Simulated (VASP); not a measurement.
Input of a VASP 6.6.1 run:

INCAR

```
SYSTEM = ZnCu2
ALGO = Normal
DIPOL = 0.5 0.5 0.500
EDIFF = 1E-7
ENCUT = 520
GGA = PE
IDIPOL = 3
ISIF = 2
ISMEAR = -1
LASPH = .True.
LCHARG = .False.
LDIPOL = .True.
LREAL = .False.
LWAVE = .False.
NBANDS = 24
NELM = 60
PREC = Accurate
SIGMA = 0.1
```

The input KPOINTS:

```
k-points
0
Gamma
  14 14 1
  0 0 0
```

POSCAR

```
ZnCu2
1.0
    2.5665139637      0.0000000000      0.0000000000
    0.0000000000      2.5665139637      0.0000000000
    0.0000000000      0.0000000000     19.6296000000
Zn Cu
1 2
Direct
    0.0000000000      0.0000000000      0.4099484592
    0.5000000000      0.5000000000      0.4999999064
    0.0000000000      0.0000000000      0.5900516344
```

Potentials or basis: VASP PAW PBE potentials, release 64 (Zn, Cu).

Run with:

```bash
$ cat potpaw_PBE.64/Zn/POTCAR potpaw_PBE.64/Cu/POTCAR > POTCAR
$ mpirun -np 1 vasp_std > vasp.out
```

**Question.** What does it give for the largest force?

**Answer.** 0.587 eV/Å.

**Question.** What does it give for the band gap on the k mesh?

**Answer.** Zero (band 17 reaches 0.77 eV, above the bottom of band 18 at -2.83 eV).

Forces on the atoms (eV/Å):
```
Zn   0.000  0.000 -0.587
Cu   0.000  0.000  0.534
Cu   0.000  0.000  0.053
```
